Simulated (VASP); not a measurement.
# TiCo (Pm-3m) in VASP: further runs

The runs below take TiCo through single point, with PBE.

All numbers are computed with VASP 6.6.1; they aren't measurements. Logs are shortened: lines on timing, memory, paths and dates and some standing lists are left out, and cuts for length are marked.

**1. The cell of the first run**

Symmetry: Pm-3m, No. 221, cubic system. The conventional cell has a = 2.883 Å, b = 2.883 Å, c = 2.883 Å, α = 90.00°, β = 90.00°, γ = 90.00°. Within 3.3 Å of Ti (site symmetry m-3m) lie 8 Co at 2.50 Å and 6 Ti at 2.88 Å. Co (site symmetry m-3m) has 8 Ti at 2.50 Å and 6 Co at 2.88 Å within 3.3 Å.

**2. Single point, PBE, collinear spin, ferromagnetic start**

INCAR reads:

```
ALGO = Normal
EDIFF = 1E-6
ENCUT = 520
GGA = PE
ISIF = 2
ISMEAR = -1
ISPIN = 2
LASPH = T
LCHARG = T
LELF = T
LMAXMIX = 4
LORBIT = 11
LREAL = F
LVHAR = T
LWAVE = F
MAGMOM = 0 2.5
NBANDS = 22
NELM = 150
PREC = Accurate
SIGMA = 0.1
```

KPOINTS reads:

```
k-points
0
Gamma
  10 10 10
```

POSCAR reads:

```
TiCo
1.0
    2.8830584718      0.0000000000      0.0000000000
    0.0000000000      2.8830584718      0.0000000000
    0.0000000000      0.0000000000      2.8830584718
Ti Co
1 1
Direct
    0.0000000000      0.0000000000      0.0000000000
    0.5000000000      0.5000000000      0.5000000000
```

Potentials or basis: VASP PAW PBE potentials, release 64 (Ti_sv, Co).

Run with:

```sh
$ cat potpaw_PBE.64/Ti_sv/POTCAR potpaw_PBE.64/Co/POTCAR > POTCAR
$ mpirun -np 1 vasp_std > vasp.out
```

OUTCAR:

```text
EDIFF = 1E-6
   ENCUT = 520
   GGA = PE
   ISIF = 2
   ISMEAR = -1
   ISPIN = 2
   LASPH = T
   LORBIT = 11
   LREAL = F
   NELM = 150
   PREC = Accurate

 ion  position               nearest neighbor table
   1  0.000  0.000  0.000-   2 2.50   2 2.50   2 2.50   2 2.50   2 2.50   2 2.50   2 2.50   2 2.50

   2  0.500  0.500  0.500-   1 2.50   1 2.50   1 2.50   1 2.50   1 2.50   1 2.50   1 2.50   1 2.50

  LATTYP: Found a simple cubic cell.
 ALAT       =     2.8830584718

  Lattice vectors:

 A1 = (   2.8830584718,   0.0000000000,   0.0000000000)
 A2 = (   0.0000000000,   2.8830584718,   0.0000000000)
 A3 = (   0.0000000000,   0.0000000000,   2.8830584718)

Analysis of symmetry for initial positions (statically):
=====================================================================
 Subroutine PRICEL returns:
 Original cell was already a primitive cell.

 Routine SETGRP: Setting up the symmetry group for a
 simple cubic supercell.

 Subroutine GETGRP returns: Found 48 space group operations
 (whereof 48 operations were pure point group operations)
 out of a pool of 48 trial point group operations.

The static configuration has the point symmetry O_h .

Analysis of symmetry for dynamics (positions and initial velocities):
=====================================================================
 Subroutine PRICEL returns:
 Original cell was already a primitive cell.

 Routine SETGRP: Setting up the symmetry group for a
 simple cubic supercell.

 Subroutine GETGRP returns: Found 48 space group operations
 (whereof 48 operations were pure point group operations)
 out of a pool of 48 trial point group operations.

The dynamic configuration has the point symmetry O_h .

Analysis of structural, dynamic, and magnetic symmetry:
=====================================================================
 Subroutine PRICEL returns:
 Original cell was already a primitive cell.

 Routine SETGRP: Setting up the symmetry group for a
 simple cubic supercell.

 Subroutine GETGRP returns: Found 48 space group operations
 (whereof 48 operations were pure point group operations)
 out of a pool of 48 trial point group operations.

The overall configuration has the point symmetry O_h .

 Subroutine INISYM returns: Found 48 space group operations
 (whereof 48 operations are pure point group operations),
 and found     1 'primitive' translations

----------------------------------------------------------------------------------------

                                     Primitive cell

  volume of cell :      23.9641

  direct lattice vectors                    reciprocal lattice vectors
     2.883058472  0.000000000  0.000000000     0.346853874  0.000000000  0.000000000
     0.000000000  2.883058472  0.000000000     0.000000000  0.346853874  0.000000000
     0.000000000  0.000000000  2.883058472     0.000000000  0.000000000  0.346853874

  length of vectors
     2.883058472  2.883058472  2.883058472     0.346853874  0.346853874  0.346853874

  position of ions in fractional coordinates (direct lattice)
     0.000000000  0.000000000  0.000000000
     0.500000000  0.500000000  0.500000000

  ion indices of the primitive-cell ions
   primitive index   ion index
                 1           1
                 2           2

----------------------------------------------------------------------------------------

 KPOINTS: k-points

Automatic generation of k-mesh.
 Grid dimensions read from file:
 generate k-points for:   10   10   10

 Generating k-lattice:

  Cartesian coordinates                     Fractional coordinates (reciprocal lattice)
     0.034685387  0.000000000  0.000000000     0.100000000  0.000000000  0.000000000
     0.000000000  0.034685387  0.000000000     0.000000000  0.100000000  0.000000000
     0.000000000  0.000000000  0.034685387     0.000000000  0.000000000  0.100000000

  Length of vectors
     0.034685387  0.034685387  0.034685387

  Shift w.r.t. Gamma in fractional coordinates (k-lattice)
     0.000000000  0.000000000  0.000000000

 Subroutine IBZKPT returns following result:
 ===========================================

 Found     56 irreducible k-points:

 Following reciprocal coordinates:
            Coordinates               Weight
  0.000000  0.000000  0.000000      1.000000
  0.100000  0.000000  0.000000      6.000000
  0.200000  0.000000  0.000000      6.000000
  0.300000  0.000000  0.000000      6.000000
  0.400000  0.000000  0.000000      6.000000
  0.500000  0.000000  0.000000      3.000000
[... 16 lines left out ...]
  0.200000  0.100000  0.100000     24.000000
  0.300000  0.100000  0.100000     24.000000
 [... further k-points ...]
   k-points           NKPTS =     56   k-points in BZ     NKDIM =     56   number of bands    NBANDS=     22
   number of dos      NEDOS =    301   number of ions     NIONS =      2
   total plane-waves  NPLWV =  13824
   dimension x,y,z NGX =    24 NGY =   24 NGZ =   24
   dimension x,y,z NGXF=    48 NGYF=   48 NGZF=   48
   ions per type =               1   1
   NGX,Y,Z   is equivalent  to a cutoff of  13.84, 13.84, 13.84 a.u.
   NGXF,Y,Z  is equivalent  to a cutoff of  27.68, 27.68, 27.68 a.u.
 SYSTEM =  unknown system
   PREC   = accura    normal or accurate (medium, high low for compatibility)
   ISTART =      0    job   : 0-new  1-cont  2-samecut
   ICHARG =      2    charge: 1-file 2-atom 10-const
   ISPIN  =      2    spin polarized calculation?
   LNONCOLLINEAR =      F non collinear calculations
   LSORBIT =      F    spin-orbit coupling
   LASPH  =      T    aspherical Exc in radial PAW
   ENCUT  =  520.0 eV  38.22 Ry    6.18 a.u.   5.36  5.36  5.36*2*pi/ulx,y,z
   NELM   =    150;   NELMIN=  2; NELMDL= -5     # of ELM steps
   EDIFF  = 0.1E-05   stopping-criterion for ELM
   LREAL  =      F    real-space projection
   EDIFFG = 0.1E-04   stopping-criterion for IOM
   NSW    =      0    number of steps for IOM
   IBRION =     -1    ionic relax: 0-MD 1-quasi-New 2-CG
   NFREE  =      0    steps in history (QN), initial steepest desc. (CG)
   ISIF   =      2    stress and relaxation
   ISYM   =      2    0-nonsym 1-usesym 2-fastsym
   POTIM  = 0.5000    time-step for ionic-motion
   TEBEG  =    0.0;   TEEND  =   0.0 temperature during run
   PSTRESS=    0.0 pullay stress
   NELECT =      21.0000    total number of electrons
   NUPDOWN=      -1.0000    fix difference up-down
   EMIN   =  10.00;   EMAX   =-10.00  energy-range for DOS
   EFERMI =   0.00;   METHOD = LEGACY
   ISMEAR =    -1;   SIGMA  =   0.10  broadening in eV -4-tet -1-fermi 0-gaus
   EFERMI_NEDOS =   21; number of points for ismear=-14 and -15
   IALGO  =     38    algorithm
   IMIX   =      4    mixing-type and parameters
     AMIX     =   0.40;   BMIX     =  1.00
     AMIX_MAG =   1.60;   BMIX_MAG =  1.00
  volume/ion in A,a.u.               =      11.98        80.86
  Fermi-wavevector in a.u.,A,eV,Ry     =   1.566611  2.960465 33.392367  2.454270
  Thomas-Fermi vector in A             =   2.668913
   LORBIT       =     11    0 simple, 1 ext, 2 COOP (PROOUT), +10 PAW based schemes
   GGA     = PE    functional components
   LHFCALC =     F    Hartree Fock is set to
   AEXX    =    0.0000 exact exchange contribution
   IVDW    =     0    specifies the selected vdW correction
   LEPSILON=     F    determine dielectric tensor
   LRPA    =     F    only Hartree local field effects (RPA)
 spin polarized calculation
  energy-cutoff  :      520.00
  volume of cell :       23.96
 maximum number of plane-waves:       661
 NGX is ok and might be reduce to    24
   NGX = 11   NGY = 11   NGZ = 11

 number of electron      21.0000007 magnetization       0.4031479

 Free energy of the ion-electron system (eV)
  ---------------------------------------------------
  ext. energy  EPLUGINS =         0.00000000
  ---------------------------------------------------
  free energy    TOTEN  =       -15.55936918 eV

  energy without entropy =      -15.47892155  energy(sigma->0) =      -15.51914536

 E-fermi :  11.3566     XC(G=0): -13.1451

 val. band max:       11.3554274299   @ k =   0.4000   0.3000   0.1000
 cond. band min:      11.3629735556   @ k =   0.4000   0.4000   0.2000
 fundamental gap:      0.0075461257
 Fermi energy:        11.3565782786

 spin component 1

 k-point     1 :       0.0000    0.0000    0.0000
  band No.  band energies     occupation
      1     -45.6732      1.00000
      2     -21.7275      1.00000
      3     -21.7275      1.00000
      4     -21.7275      1.00000
      5       3.2445      1.00000
      6       6.8494      1.00000
[... 14 lines left out ...]
     21      33.0702      0.00000
     22      33.1172      0.00000

 k-point     2 :       0.1000    0.0000    0.0000
  band No.  band energies     occupation
      1     -45.6685      1.00000
      2     -21.7699      1.00000
      3     -21.7247      1.00000
      4     -21.7247      1.00000
      5       3.4628      1.00000
      6       6.9453      1.00000
[... 14 lines left out ...]
     21      32.7165      0.00000
     22      33.2348      0.00000

 k-point     3 :       0.2000    0.0000    0.0000
  band No.  band energies     occupation
      1     -45.6560      1.00000
      2     -21.8795      1.00000
      3     -21.7171      1.00000
      4     -21.7171      1.00000
      5       4.0902      1.00000
      6       7.2213      1.00000
[... 14 lines left out ...]
     21      32.0438      0.00000
     22      33.3012      0.00000
[... 476 lines left out ...]
 k-point    23 :       0.2000    0.1000    0.1000
  band No.  band energies     occupation
      1     -45.6469      1.00000
      2     -21.8713      1.00000
      3     -21.7563      1.00000
      4     -21.7518      1.00000
      5       4.4780      1.00000
      6       7.3889      1.00000
[... 14 lines left out ...]
     21      31.3941      0.00000
     22      31.8410      0.00000

 k-point    24 :       0.3000    0.1000    0.1000
  band No.  band energies     occupation
      1     -45.6318      1.00000
      2     -22.0019      1.00000
      3     -21.7445      1.00000
      4     -21.7421      1.00000
      5       5.3670      1.00000
      6       7.7269      1.00000
[... 14 lines left out ...]
     21      30.7517      0.00000
     22      30.8192      0.00000

 [... further k-points ...]

 spin component 2

 k-point     1 :       0.0000    0.0000    0.0000
  band No.  band energies     occupation
      1     -45.6557      1.00000
      2     -21.7101      1.00000
      3     -21.7101      1.00000
      4     -21.7101      1.00000
      5       3.2533      1.00000
      6       7.1286      1.00000
[... 14 lines left out ...]
     21      33.0816      0.00000
     22      33.0817      0.00000

 k-point     2 :       0.1000    0.0000    0.0000
  band No.  band energies     occupation
      1     -45.6509      1.00000
      2     -21.7526      1.00000
      3     -21.7072      1.00000
      4     -21.7072      1.00000
      5       3.4717      1.00000
      6       7.2316      1.00000
[... 14 lines left out ...]
     21      32.6793      0.00000
     22      33.2030      0.00000

 k-point     3 :       0.2000    0.0000    0.0000
  band No.  band energies     occupation
      1     -45.6384      1.00000
      2     -21.8627      1.00000
      3     -21.6996      1.00000
      4     -21.6996      1.00000
      5       4.0999      1.00000
      6       7.5204      1.00000
[... 14 lines left out ...]
     21      32.0042      0.00000
     22      33.2864      0.00000
[... 476 lines left out ...]
 k-point    23 :       0.2000    0.1000    0.1000
  band No.  band energies     occupation
      1     -45.6293      1.00000
      2     -21.8546      1.00000
      3     -21.7391      1.00000
      4     -21.7345      1.00000
      5       4.4890      1.00000
      6       7.7022      1.00000
[... 14 lines left out ...]
     21      31.3719      0.00000
     22      31.8251      0.00000

 k-point    24 :       0.3000    0.1000    0.1000
  band No.  band energies     occupation
      1     -45.6141      1.00000
      2     -21.9858      1.00000
      3     -21.7272      1.00000
      4     -21.7248      1.00000
      5       5.3838      1.00000
      6       7.9918      1.00000
[... 14 lines left out ...]
     21      30.7838      0.00000
     22      30.8162      0.00000

 [... further k-points ...]
[... 5 lines left out ...]
  --------------------------------------------------------------------------------------
  -------------------------------------------------------------------------------------
  Total        2.9062318      2.9062318      2.9062318      0.0000000      0.0000000      0.0000000
  in kB      194.3034393    194.3034393    194.3034393      0.0000000      0.0000000      0.0000000
  external PRESSURE =     194.3034393 kB  Pullay stress =       0.0000000 kB

 VOLUME and BASIS-vectors are now :
 -----------------------------------------------------------------------------
  energy-cutoff  :      520.00
  volume of cell :       23.96
      direct lattice vectors                 reciprocal lattice vectors
     2.883058472  0.000000000  0.000000000     0.346853874  0.000000000  0.000000000
     0.000000000  2.883058472  0.000000000     0.000000000  0.346853874  0.000000000
     0.000000000  0.000000000  2.883058472     0.000000000  0.000000000  0.346853874

 POSITION                                       TOTAL-FORCE (eV/Angst)
 -----------------------------------------------------------------------------------
      0.00000      0.00000      0.00000         0.000000      0.000000      0.000000
      1.44153      1.44153      1.44153         0.000000      0.000000      0.000000
 -----------------------------------------------------------------------------------
    total drift:                                0.000000      0.000000     -0.000000

  FREE ENERGIE OF THE ION-ELECTRON SYSTEM (eV)
  ---------------------------------------------------
  free  energy   TOTEN  =       -15.5593691788 eV

  energy  without entropy=      -15.4789215507  energy(sigma->0) =      -15.51914536

 total charge

# of ion       s       p       d       tot
------------------------------------------
    1        2.273   6.216   1.962  10.451
    2        0.566   0.516   7.406   8.488
--------------------------------------------------
tot          2.839   6.733   9.368  18.940

 magnetization (x)

# of ion       s       p       d       tot
------------------------------------------
    1       -0.001  -0.005   0.016   0.010
    2        0.015  -0.002   0.395   0.408
--------------------------------------------------
tot          0.014  -0.007   0.411   0.418
```

Wall time 35 s (1 thread of AMD EPYC 9R45 (Zen 5), shared host); peak memory 0.15 GiB.

Results:

```
Free energy                                           : -15.5594 eV
Pressure                                              : 19.4 GPa
Net moment                                            : 0.40 μB per cell
Site moments                                          : Ti +0.01; Co +0.41 μB
Valence electrons inside the program's atomic spheres : Ti 10.45; Co 8.49
```

Levels at points of the mesh, in eV from the Fermi level:
Spin up:
| k point | band 8 | band 9 | band 10 | band 11 | band 12 | band 13 | band 14 | band 15 |
| --- | --- | --- | --- | --- | --- | --- | --- | --- |
| (0.00, 0.00, 0.00) | -1.83 | -1.83 | -1.83 | 0.72 | 0.72 | 3.06 | 3.06 | 3.06 |
| (0.50, 0.00, 0.00) | -1.91 | -1.91 | -1.37 | -0.97 | -0.07 | 0.67 | 0.67 | 2.48 |
| (0.50, 0.50, 0.00) | -2.89 | -1.04 | -0.41 | 0.82 | 0.82 | 1.31 | 2.87 | 2.87 |
| (0.50, 0.50, 0.50) | -2.42 | -2.42 | -2.42 | -1.01 | -1.01 | 3.58 | 3.58 | 7.94 |
Spin down:
| k point | band 6 | band 7 | band 8 | band 9 | band 10 | band 11 | band 12 | band 13 | band 14 | band 15 |
| --- | --- | --- | --- | --- | --- | --- | --- | --- | --- | --- |
| (0.00, 0.00, 0.00) | -4.23 | -4.23 | -1.59 | -1.59 | -1.59 | 0.98 | 0.98 | 3.13 | 3.13 | 3.13 |
| (0.50, 0.00, 0.00) | -4.02 | -2.51 | -1.66 | -1.66 | -1.10 | -1.00 | 0.45 | 0.70 | 0.70 | 2.51 |
| (0.50, 0.50, 0.00) | -4.17 | -2.70 | -2.70 | -0.38 | 0.07 | 0.82 | 0.82 | 1.40 | 2.97 | 2.97 |
| (0.50, 0.50, 0.50) | -2.63 | -2.63 | -2.40 | -2.40 | -2.40 | -0.34 | -0.34 | 3.57 | 3.57 | 8.07 |

Caveat: the cell stands under pressure.

**3. Single point, PBE, collinear spin, ferromagnetic start**

This run uses another cell than the first one, of 12.31 Å³/atom.

INCAR reads:

```
SYSTEM = TiCo
PREC = Accurate
ENCUT = 520
EDIFF = 1E-6
ISMEAR = -1
SIGMA = 0.1
LREAL = .FALSE.
LASPH = .TRUE.
NELM = 150
ALGO = Normal
ISIF = 2
LWAVE = .FALSE.
LCHARG = .FALSE.
ISPIN = 2
MAGMOM = 0 2.5
LORBIT = 11
LMAXMIX = 4
GGA = PE
NBANDS = 22
```

KPOINTS reads:

```
regular mesh
0
G
  10 10 10
  0 0 0
```

POSCAR reads:

```
TiCo
1.0
    2.9095100270      0.0000000000      0.0000000000
    0.0000000000      2.9095100270      0.0000000000
    0.0000000000      0.0000000000      2.9095100270
Ti Co
1 1
Direct
    0.0000000000      0.0000000000      0.0000000000
    0.5000000000      0.5000000000      0.5000000000
```

Potentials or basis: VASP PAW PBE potentials, release 64 (Ti_sv, Co).

Run with:

```sh
$ cat potpaw_PBE.64/Ti_sv/POTCAR potpaw_PBE.64/Co/POTCAR > POTCAR
$ mpirun -np 1 vasp_std > vasp.out
```

It took 42 s on 1 thread of AMD EPYC 9R45 (Zen 5), shared host; peak memory 0.15 GiB.

The run converged. Its results:

| Item | Value |
| --- | --- |
| Free energy | -15.6296 eV |
| Pressure | 13.9 GPa |
| Net moment | 0.65 μB per cell |
| Site moments | Ti +0.00; Co +0.68 μB |
| Valence electrons inside the program's atomic spheres | Ti 10.40; Co 8.43 |

Levels at points of the mesh, in eV from the Fermi level:
Spin up:
```
           k point  band 7  band 8  band 9  band 10  band 11  band 12  band 13  band 14  band 15  band 16
(0.00, 0.00, 0.00)   -4.45   -1.88   -1.88    -1.88     0.62     0.62     2.96     2.96     2.96     9.53
(0.50, 0.00, 0.00)   -3.14   -1.98   -1.98    -1.46    -0.87    -0.30     0.69     0.69     2.43     4.29
(0.50, 0.50, 0.00)   -2.87   -2.87   -1.27    -0.58     0.78     0.78     1.25     2.75     2.75     3.41
(0.50, 0.50, 0.50)   -2.86   -2.32   -2.32    -2.32    -1.24    -1.24     3.50     3.50     7.64     8.99
```
Spin down:
```tsv
k point	band 8	band 9	band 10	band 11	band 12	band 13
(0.00, 0.00, 0.00)	-1.48	-1.48	-1.48	1.05	1.05	3.06
(0.50, 0.00, 0.00)	-1.56	-1.56	-1.01	-0.93	0.56	0.72
(0.50, 0.50, 0.00)	-2.56	-0.18	0.21	0.77	0.77	1.39
(0.50, 0.50, 0.50)	-2.30	-2.30	-2.30	-0.15	-0.15	3.47
```

Caveat: the cell stands under pressure.
